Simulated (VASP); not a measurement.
Input of a VASP 6.6.1 run:

File INCAR:

```
SYSTEM = EuTiSe2
  ALGO = Normal
  EDIFF = 1E-7
  ENCUT = 520
  GGA = PE
  ISIF = 2
  ISMEAR = 0
  ISPIN = 2
  LASPH = .TRUE.
  LCHARG = .FALSE.
  LMAXMIX = 6
  LORBIT = 11
  LREAL = .FALSE.
  LWAVE = .FALSE.
  MAGMOM = 7 1 0 0
  NBANDS = 32
  NELM = 150
  PREC = Accurate
  SIGMA = 0.1
```

Contents of KPOINTS:

```
k-points
0
G
  4 4 4
  0 0 0
```

POSCAR

```
EuTiSe2
1.0
    3.8198077339      0.0000000000      0.0000000000
    0.0000000000      3.5529643360      3.5366548667
    0.0000000000     -3.5529643360      3.5366548667
Eu Ti Se
1 1 2
Direct
    0.0000000000      0.0537424117      0.0537424117
    0.5000000000      0.5537513982      0.5537513982
    0.5000000000      0.5537521198      0.0537530802
    0.5000000000      0.0537530802      0.5537521198
```

Potentials or basis: VASP PAW PBE potentials, release 64 (Eu, Ti_sv, Se).

Run with:

```sh
$ cat potpaw_PBE.64/Eu/POTCAR potpaw_PBE.64/Ti_sv/POTCAR potpaw_PBE.64/Se/POTCAR > POTCAR
$ mpirun -np 1 vasp_std > vasp.out
```

(1) Estimate the site moments.

(2) Estimate the pressure.

(3) Predict the net moment.

## Answers

(1) Eu +6.55; Ti +0.34; Se -0.04 μB.

(2) -0.1 GPa.

(3) 7.28 μB per cell.

Caveat: the k points lie up to 0.41 Å⁻¹ apart; a cell with one magnetic atom can't hold antiferromagnetic order, which such compounds often take.
